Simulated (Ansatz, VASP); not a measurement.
**One calculation of FePt, two programs**

```
Pt Fe
1.0
     2.70522    0.00000    0.00000
     0.00000    2.70522    0.00000
     0.00000    0.00000    3.69503
Pt Fe
1 1
Direct
  0.50000 0.50000 0.50000
  0.00000 0.00000 0.00000
```

Alike in both runs: task single point; functional BLYP; k mesh 10 × 10 × 7; occupations fermi-dirac, width 0.05 eV; collinear spin.

|  | VASP | Ansatz |
| --- | --- | --- |
| version | VASP 6.6.1 | Ansatz 0.2.0 |
| potentials or method | VASP PAW PBE potentials, release 64 (Pt, Fe) | Ansatz PAW |
| plane-wave cutoff (eV) | 520 | 420 |
| valence electrons in the cell | 18 | 34 |

```tsv
	VASP	Ansatz	Ansatz less VASP
gap on the k mesh at the Fermi level (eV)	none	none	-
pressure (GPa)	20.2	19.3	-0.84
traceless stress, the component that is largest in VASP (GPa)	-0.01	0.05	+0.060
net moment per atom (μB)	1.60	1.60	+0.003
size of the moment on the site where the two differ most (μB)	0.34	0.39	+0.052
```

VASP's potentials were made for PBE, not for BLYP. Site moments also hang on the region over which each program counts them. A gap of «none» marks a metal or a gap that the smearing closes. VASP's potentials hold 18 valence electrons a cell and Ansatz's 34, so a difference there can come from the potentials and not from the codes.

Spin-orbit coupling is off throughout.
